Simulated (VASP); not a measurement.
Wanted: the native input for a VASP 6.6.1 run.

```yaml
Task: relaxation of cell and atoms
Functional: PBE
Potentials_or_basis: VASP PAW PBE potentials, release 64 (Pb_d, Cs_sv, Cl)
Cutoff: 600 eV
k_mesh: 5 × 5 × 5
Occupations: fermi-dirac, width 0.05 eV
Spin: no spin polarisation
Dipole_correction: no
Further_INCAR_settings: ALGO = Normal; EDIFF = 1e-06; IBRION = 2; EDIFFG = -0.01; NSW = 60; ISIF = 3
```

The structure of CsPbCl3 lies in POSCAR:

```
CsPbCl3
1.0
    5.6050000000      0.0000000000      0.0000000000
    0.0000000000      5.6050000000      0.0000000000
    0.0000000000      0.0000000000      5.6050000000
Pb Cs Cl
1 1 3
Direct
    0.5000000000      0.5000000000      0.5000000000
    0.0000000000      0.0000000000      0.0000000000
    0.5000000000      0.0000000000      0.5000000000
    0.0000000000      0.5000000000      0.5000000000
    0.5000000000      0.5000000000      0.0000000000
```

The input as run:

INCAR

```
ALGO = Normal
EDIFF = 1E-6
EDIFFG = -0.01
ENCUT = 600
GGA = PE
IBRION = 2
ISIF = 3
ISMEAR = -1
LASPH = T
LCHARG = F
LREAL = F
LWAVE = F
NELM = 60
NSW = 60
PREC = Accurate
SIGMA = 0.05
```

KPOINTS

```
k-points
0
Gamma
  5 5 5
```

Potentials or basis: VASP PAW PBE potentials, release 64 (Pb_d, Cs_sv, Cl).

Command:

```console
$ cat potpaw_PBE.64/Pb_d/POTCAR potpaw_PBE.64/Cs_sv/POTCAR potpaw_PBE.64/Cl/POTCAR > POTCAR
$ mpirun -np 1 vasp_std > vasp.out
```

It gave:

- Relaxed volume: 37.68 Å³/atom
- Relaxed cell: a = 5.733 Å, b = 5.733 Å, c = 5.733 Å, α = 90.00°, β = 90.00°, γ = 90.00°
- Space group after relaxing (to 0.1 Å): Pm-3m (No. 221)
- Energy gained by relaxing: 12.4 meV/atom
- Ionic steps: 3
- Pressure after relaxing: 0.0 GPa
- Band gap on the k mesh: 3.10 eV

Caveat: spin-orbit coupling is left out, which moves the levels of the heavy elements; an odd mesh through Γ misses points on the zone boundary, where band edges can lie.

It took 77 s on 1 thread of Intel(R) Xeon(R) Platinum 8559C (Emerald Rapids) (shared host), peak memory 0.36 GiB.
